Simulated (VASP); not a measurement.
# LiTaSe2 (P-3m1) in VASP: single point with LDA+U

Aim: the single point of LiTaSe2 with LDA+U.

Everything below comes from runs of VASP 6.6.1. Logs are shortened: lines on timing, memory, paths and dates and some standing lists are left out, and cuts for length are marked.

## Step 1: The cell of the first run

It takes space group P-3m1 (No. 164, trigonal). Conventional cell: a = 3.547 Å, b = 3.547 Å, c = 6.837 Å, α = 90.00°, β = 90.00°, γ = 120.00°. Within 3.6 Å of Li (site symmetry -3m) lie 6 Se at 2.69 Å and 2 Ta at 3.42 Å and 6 Li at 3.55 Å. Se (site symmetry 3m) has 3 Ta at 2.65 Å and 3 Li at 2.69 Å and 6 Se at 3.55 Å within 3.6 Å. Ta (site symmetry -3m) has 6 Se at 2.65 Å and 2 Li at 3.42 Å and 6 Ta at 3.55 Å within 3.6 Å.

## Step 2: Single point, LDA+U, collinear spin

The input, INCAR:

```
SYSTEM = LiTaSe2
ALGO = Normal
EDIFF = 1E-7
ENCUT = 520
ISIF = 2
ISMEAR = 0
ISPIN = 2
LASPH = .TRUE.
LCHARG = .FALSE.
LDAU = .TRUE.
LDAUJ = 0 0 0.9
LDAUL = -1 -1 2
LDAUPRINT = 1
LDAUTYPE = 1
LDAUU = 0 0 5
LMAXMIX = 4
LORBIT = 11
LREAL = .FALSE.
LWAVE = .FALSE.
MAGMOM = 0 -0.04 -0.04 0.06
NBANDS = 25
NELM = 150
PREC = Accurate
SIGMA = 0.05
```

The input, KPOINTS:

```
k-points
0
G
  6 6 3
  0 0 0
```

The input, POSCAR:

```
LiTaSe2
1.0
    3.5473358500      0.0000000000      0.0000000000
   -1.7736679300      3.0720829700      0.0000000000
    0.0000000000      0.0000000000      6.8371978700
Li Se Ta
1 2 1
Direct
    0.0000000000      0.0000000000      0.5000000000
    0.3333333333      0.6666666667      0.2451810000
    0.6666666667      0.3333333333      0.7548190000
    0.0000000000      0.0000000000      0.0000000000
```

Potentials or basis: VASP PAW LDA potentials, release 64 (Li_sv, Se, Ta_pv).

Run with:

```
> cat potpaw_LDA.64/Li_sv/POTCAR potpaw_LDA.64/Se/POTCAR potpaw_LDA.64/Ta_pv/POTCAR > POTCAR
> mpirun -np 1 vasp_std > vasp.out
```

OUTCAR:

```text
SYSTEM = LiTaSe2
   EDIFF = 1E-7
   ENCUT = 520
   ISIF = 2
   ISMEAR = 0
   ISPIN = 2
   LASPH = .TRUE.
   LORBIT = 11
   LREAL = .FALSE.
   NELM = 150
   PREC = Accurate

 ion  position               nearest neighbor table
   1  0.000  0.000  0.500-   3 2.69   2 2.69   3 2.69   2 2.69   3 2.69   2 2.69
   2  0.333  0.667  0.245-   4 2.65   4 2.65   4 2.65   1 2.69   1 2.69   1 2.69
   3  0.667  0.333  0.755-   4 2.65   4 2.65   4 2.65   1 2.69   1 2.69   1 2.69
   4  0.000  0.000  0.000-   3 2.65   2 2.65   3 2.65   2 2.65   3 2.65   2 2.65

  LATTYP: Found a hexagonal cell.
 ALAT       =     3.5473358500
 C/A-ratio  =     1.9274176901

  Lattice vectors:

 A1 = (   3.5473358500,   0.0000000000,   0.0000000000)
 A2 = (  -1.7736679300,   3.0720829700,   0.0000000000)
 A3 = (   0.0000000000,   0.0000000000,   6.8371978700)

Analysis of symmetry for initial positions (statically):
=====================================================================
 Subroutine PRICEL returns:
 Original cell was already a primitive cell.

 Routine SETGRP: Setting up the symmetry group for a
 hexagonal supercell.

 Subroutine GETGRP returns: Found 12 space group operations
 (whereof 12 operations were pure point group operations)
 out of a pool of 24 trial point group operations.

The static configuration has the point symmetry D_3d.

Analysis of symmetry for dynamics (positions and initial velocities):
=====================================================================
 Subroutine PRICEL returns:
 Original cell was already a primitive cell.

 Routine SETGRP: Setting up the symmetry group for a
 hexagonal supercell.

 Subroutine GETGRP returns: Found 12 space group operations
 (whereof 12 operations were pure point group operations)
 out of a pool of 24 trial point group operations.

The dynamic configuration has the point symmetry D_3d.

Analysis of structural, dynamic, and magnetic symmetry:
=====================================================================
 Subroutine PRICEL returns:
 Original cell was already a primitive cell.

 Routine SETGRP: Setting up the symmetry group for a
 hexagonal supercell.

 Subroutine GETGRP returns: Found 12 space group operations
 (whereof 12 operations were pure point group operations)
 out of a pool of 24 trial point group operations.

The overall configuration has the point symmetry D_3d.

 Subroutine INISYM returns: Found 12 space group operations
 (whereof 12 operations are pure point group operations),
 and found     1 'primitive' translations

----------------------------------------------------------------------------------------

                                     Primitive cell

  volume of cell :      74.5098

  direct lattice vectors                    reciprocal lattice vectors
     3.547335850  0.000000000  0.000000000     0.281901698  0.162756021  0.000000000
    -1.773667930  3.072082970  0.000000000     0.000000000  0.325512042  0.000000000
     0.000000000  0.000000000  6.837197870     0.000000000  0.000000000  0.146258748

  length of vectors
     3.547335850  3.547335860  6.837197870     0.325512043  0.325512042  0.146258748

  position of ions in fractional coordinates (direct lattice)
     0.000000000  0.000000000  0.500000000
     0.333333333  0.666666667  0.245181000
     0.666666667  0.333333333  0.754819000
     0.000000000  0.000000000  0.000000000

  ion indices of the primitive-cell ions
   primitive index   ion index
                 1           1
                 2           2
                 3           3
                 4           4

----------------------------------------------------------------------------------------

 KPOINTS: k-points
[... 78 lines left out ...]
   IMIX   =      4    mixing-type and parameters
     AMIX     =   0.40;   BMIX     =  1.00
     AMIX_MAG =   1.60;   BMIX_MAG =  1.00
  volume/ion in A,a.u.               =      18.63       125.70
  Fermi-wavevector in a.u.,A,eV,Ry     =   1.152555  2.178012 18.073734  1.328382
  Thomas-Fermi vector in A             =   2.289205
   LORBIT       =     11    0 simple, 1 ext, 2 COOP (PROOUT), +10 PAW based schemes
 LDA+U is selected, type is set to LDAUTYPE =  1
   angular momentum for each species LDAUL =    -1   -1    2
   U (eV)           for each species LDAUU =   0.0  0.0  5.0
   J (eV)           for each species LDAUJ =   0.0  0.0  0.9
   GGA     = CA    functional components
   LHFCALC =     F    Hartree Fock is set to
   AEXX    =    0.0000 exact exchange contribution
   IVDW    =     0    specifies the selected vdW correction
   LEPSILON=     F    determine dielectric tensor
   LRPA    =     F    only Hartree local field effects (RPA)
 spin polarized calculation
 Gauss-broadening in eV      SIGMA  =   0.05
  energy-cutoff  :      520.00
  volume of cell :       74.51
 maximum number of plane-waves:      2029
 NGX is ok and might be reduce to    28
   NGX = 13   NGY = 13   NGZ = 25

 number of electron      26.0000002 magnetization      -0.0000080

atom =   4  type =  3  l = 2

 onsite density matrix

spin component  1

  0.2084  0.0000  0.0000  0.0154  0.0000
  0.0000  0.2280  0.0000 -0.0000  0.0154
  0.0000  0.0000  0.2412  0.0000  0.0000
  0.0154 -0.0000  0.0000  0.2280 -0.0000
  0.0000  0.0154  0.0000 -0.0000  0.2084

spin component  2

  0.2085  0.0000  0.0000  0.0154  0.0000
  0.0000  0.2280  0.0000 -0.0000  0.0154
  0.0000  0.0000  0.2412  0.0000  0.0000
  0.0154 -0.0000  0.0000  0.2280 -0.0000
  0.0000  0.0154  0.0000 -0.0000  0.2085

 occupancies and eigenvectors

  o =  0.1999  v =  0.8430 -0.1311 -0.0000 -0.4642  0.2381  0.0000  0.0000  0.0000  0.0000  0.0000      0.0000  0.0000  0.0000  0.0000  0.0000  0.0000  0.0000  0.0000  0.0000  0.0000
  o =  0.1999  v =  0.2381  0.4642  0.0000 -0.1311 -0.8430  0.0000  0.0000  0.0000  0.0000  0.0000      0.0000  0.0000  0.0000  0.0000  0.0000  0.0000  0.0000  0.0000  0.0000  0.0000
  o =  0.1999  v =  0.0000  0.0000  0.0000  0.0000  0.0000  0.8430 -0.1311 -0.0000 -0.4642  0.2381      0.0000  0.0000  0.0000  0.0000  0.0000  0.0000  0.0000  0.0000  0.0000  0.0000
  o =  0.1999  v =  0.0000  0.0000  0.0000  0.0000  0.0000  0.2381  0.4642  0.0000 -0.1311 -0.8430      0.0000  0.0000  0.0000  0.0000  0.0000  0.0000  0.0000  0.0000  0.0000  0.0000
  o =  0.2365  v =  0.4642  0.2381 -0.0000  0.8430  0.1311  0.0000  0.0000  0.0000  0.0000  0.0000      0.0000  0.0000  0.0000  0.0000  0.0000  0.0000  0.0000  0.0000  0.0000  0.0000
  o =  0.2365  v = -0.1311  0.8430 -0.0000 -0.2381  0.4642  0.0000  0.0000  0.0000  0.0000  0.0000      0.0000  0.0000  0.0000  0.0000  0.0000  0.0000  0.0000  0.0000  0.0000  0.0000
  o =  0.2365  v =  0.0000  0.0000  0.0000  0.0000  0.0000  0.4642  0.2381 -0.0000  0.8430  0.1311      0.0000  0.0000  0.0000  0.0000  0.0000  0.0000  0.0000  0.0000  0.0000  0.0000
  o =  0.2365  v =  0.0000  0.0000  0.0000  0.0000  0.0000 -0.1311  0.8430 -0.0000 -0.2381  0.4642      0.0000  0.0000  0.0000  0.0000  0.0000  0.0000  0.0000  0.0000  0.0000  0.0000
  o =  0.2412  v =  0.0000  0.0000  1.0000  0.0000  0.0000  0.0000  0.0000  0.0000  0.0000  0.0000      0.0000  0.0000  0.0000  0.0000  0.0000  0.0000  0.0000  0.0000  0.0000  0.0000
  o =  0.2412  v =  0.0000  0.0000  0.0000  0.0000  0.0000  0.0000  0.0000  1.0000  0.0000  0.0000      0.0000  0.0000  0.0000  0.0000  0.0000  0.0000  0.0000  0.0000  0.0000  0.0000

 number of electron      26.0000002 magnetization       0.0000002

 Free energy of the ion-electron system (eV)
  ---------------------------------------------------
  ext. energy  EPLUGINS =         0.00000000
  ---------------------------------------------------
  free energy    TOTEN  =       -23.22055953 eV

  energy without entropy =      -23.22013693  energy(sigma->0) =      -23.22034823

 E-fermi :   5.6878     XC(G=0): -10.5141

 val. band max:        5.6295431181   @ k =   0.0000   0.0000   0.0000
 cond. band min:       5.7581881893   @ k =   0.1667   0.0000   0.0000
 fundamental gap:      0.1286450712
 Fermi energy:         5.6877670151

 spin component 1

 k-point     1 :       0.0000    0.0000    0.0000
  band No.  band energies     occupation
      1     -40.4939      1.00000
      2     -30.5631      1.00000
      3     -30.5631      1.00000
      4     -30.5281      1.00000
      5      -9.6813      1.00000
      6      -8.5709      1.00000
[... 465 lines left out ...]
     24      14.6096      0.00000
     25      15.2994      0.00000
 Fermi energy:         5.6877670151

 spin component 2

 k-point     1 :       0.0000    0.0000    0.0000
  band No.  band energies     occupation
      1     -40.4939      1.00000
      2     -30.5630      1.00000
      3     -30.5630      1.00000
      4     -30.5281      1.00000
      5      -9.6813      1.00000
      6      -8.5709      1.00000
[... 465 lines left out ...]
     24      14.6096      0.00000
     25      15.2994      0.00000

------------------------ aborting loop because EDIFF is reached ----------------------------------------

  FORCE on cell =-STRESS in cart. coord.  units (eV):
  Direction    XX          YY          ZZ          XY          YZ          ZX
  --------------------------------------------------------------------------------------
  -------------------------------------------------------------------------------------
  Total       -1.7875719     -1.7875719     -1.9341400      0.0000000     -0.0000000     -0.0000000
  in kB      -38.4379930    -38.4379932    -41.5896339      0.0000001     -0.0000000     -0.0000000
  external PRESSURE =     -39.4885400 kB  Pullay stress =       0.0000000 kB

 VOLUME and BASIS-vectors are now :
 -----------------------------------------------------------------------------
  energy-cutoff  :      520.00
  volume of cell :       74.51
      direct lattice vectors                 reciprocal lattice vectors
     3.547335850  0.000000000  0.000000000     0.281901698  0.162756021  0.000000000
    -1.773667930  3.072082970  0.000000000     0.000000000  0.325512042  0.000000000
     0.000000000  0.000000000  6.837197870     0.000000000  0.000000000  0.146258748

 POSITION                                       TOTAL-FORCE (eV/Angst)
 -----------------------------------------------------------------------------------
      0.00000      0.00000      3.41860         0.000000      0.000000      0.000000
     -0.00000      2.04806      1.67635        -0.000000      0.000000     -0.096660
      1.77367      1.02403      5.16085         0.000000     -0.000000      0.096660
      0.00000      0.00000      0.00000         0.000000      0.000000      0.000000
 -----------------------------------------------------------------------------------
    total drift:                               -0.000000      0.000000      0.000000

  FREE ENERGIE OF THE ION-ELECTRON SYSTEM (eV)
  ---------------------------------------------------
  free  energy   TOTEN  =       -23.2205595324 eV

  energy  without entropy=      -23.2201369347  energy(sigma->0) =      -23.22034823

 total charge

# of ion       s       p       d       tot
------------------------------------------
    1        2.010   0.060   0.000   2.070
    2        1.446   2.445   0.054   3.945
    3        1.446   2.445   0.054   3.945
    4        0.279   6.145   2.189   8.613
--------------------------------------------------
tot          5.181  11.094   2.297  18.572

 magnetization (x)

# of ion       s       p       d       tot
------------------------------------------
    1       -0.000   0.000   0.000   0.000
    2       -0.000  -0.000  -0.000  -0.000
    3       -0.000  -0.000  -0.000  -0.000
    4        0.000   0.000  -0.000  -0.000
--------------------------------------------------
tot          0.000  -0.000  -0.000  -0.000
```

It took 84 s on 1 thread of AMD EPYC 7R13, shared host; peak memory 0.18 GiB.

Results:

```
Free energy                                           : -23.2206 eV
Largest force                                         : 0.097 eV/Å
Band gap on the k mesh                                : zero (filled and empty bands overlap)
Net moment                                            : 0.00 μB per cell
Valence electrons inside the program's atomic spheres : Li 2.07; Se 3.94; Ta 8.61
```

Forces in eV/Å, atoms in the order of the input:
```
Li   0.000  0.000  0.000
Se   0.000  0.000 -0.097
Se   0.000  0.000  0.097
Ta   0.000  0.000  0.000
```

Eigenvalues of the final occupation matrices:
```
    site  spin  trace               eigenvalues
site 4 d     1   1.11  0.20 0.20 0.24 0.24 0.24
site 4 d     2   1.11  0.20 0.20 0.24 0.24 0.24
```

Caveat: the cutoff is under 1.25 times the usual one of these potentials, so pressure, stress and relaxed cells hold a basis-set (Pulay) error; spin-orbit coupling is left out, which moves the levels of the heavy elements.
